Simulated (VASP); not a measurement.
## InSe: single point with PBEsol

The system is InSe.

```
In Se
1.0
     1.99458    1.15157    8.25787
    -1.99458    1.15157    8.25787
     0.00000   -2.30314    8.25787
In Se
2 2
Direct
  0.99983 0.99983 0.99983
  0.11153 0.11153 0.11153
  0.61467 0.61467 0.61467
  0.82997 0.82997 0.82997
```

```json
{
 "Program": "VASP 6.6.1",
 "Task": "single point",
 "Functional": "PBEsol",
 "Potentials or basis": "VASP PAW PBE potentials, release 64 (In_d, Se)",
 "Cutoff": "520 eV",
 "k mesh": "12 × 12 × 12",
 "Occupations": "gaussian, width 0.02 eV",
 "Spin": "no spin polarisation"
}
```

The pressure is 0.7 GPa and the largest force is 0.022 eV/Å. The band gap on the k mesh is 0.32 eV.

Forces on the atoms (eV/Å):
```
In   0.000  0.000  0.022
In   0.000  0.000 -0.022
Se   0.000  0.000 -0.017
Se   0.000  0.000  0.017
```

Stress tensor (GPa, compression positive):
```
0.73 0.00 0.00
0.00 0.73 0.00
0.00 0.00 0.64
```

Levels at points of the mesh, in eV from the valence-band top:
```
           k point  band 17  band 18  band 19  band 20  band 21  band 22
(0.00, 0.00, 0.00)    -1.37    -1.22    -1.22     1.75     2.01     4.29
(0.50, 0.00, 0.00)    -2.43    -2.25    -1.74     1.02     1.95     3.58
(0.50, 0.50, 0.00)    -2.60    -2.05    -1.59     1.02     1.92     3.19
(0.50, 0.50, 0.50)    -1.14    -1.14     0.00     0.32     2.09     4.19
```

Run time: 60 min on 1 thread of Intel Xeon 8259CL, with other jobs on the host, peak memory 0.9 GiB.

Caveat: the PAW data sets were made with another functional, which shifts forces and pressure a little; spin-orbit coupling is left out, which moves the levels of the heavy elements. A k mesh can miss the band edges.
